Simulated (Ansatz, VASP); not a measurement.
# Two plane-wave programs on BaTiO3

```
Ba Ti O
1.0
     2.86037    1.65144    2.34605
    -2.86037    1.65144    2.34605
     0.00000   -3.30287    2.34605
Ba Ti O
1 1 3
Direct
  0.00268 0.00268 0.00268
  0.50673 0.50673 0.50673
  0.49774 0.49774 0.99464
  0.49774 0.99464 0.49774
  0.99464 0.49774 0.49774
```

Change from the starting cell: polar distortion scaled by 0.40 at the polar cell.

Alike in both runs: task single point; functional PBE; k mesh 6 × 6 × 6; no spin polarisation; Hubbard terms Ti d U = 4.0 eV.

|  | VASP | Ansatz |
| --- | --- | --- |
| version | VASP 6.6.1 | Ansatz 0.2.0 |
| potentials or method | VASP PAW PBE potentials, release 64 (Ba_sv, Ti_sv, O), cutoff 520 eV | scalar-relativistic, plane waves, PAW |
| occupations | gaussian, width 0.01 eV | fixed |
| valence electrons in the cell | 40 | 40 |

Ansatz gave:

- gap on the k mesh at the Fermi level (eV): 2.25
- least direct gap on the mesh (eV): 2.46
- pressure (GPa): -2.2
- traceless stress, the component that is largest in VASP (GPa): -0.56
- rms of the force components (eV/Å): 0.064

Question: What did VASP give for the same quantities?

Answer: gap on the k mesh at the Fermi level (eV): 2.21; least direct gap on the mesh (eV): 2.46; pressure (GPa): 1.1; traceless stress, the component that is largest in VASP (GPa): -0.62; rms of the force components (eV/Å): 0.033.

The programs project onto different local orbitals, so the same U acts differently, and such runs can settle in different states. Atom by atom the forces differ by 0.096 eV/Å (rms over components).

Spin-orbit coupling is off throughout.
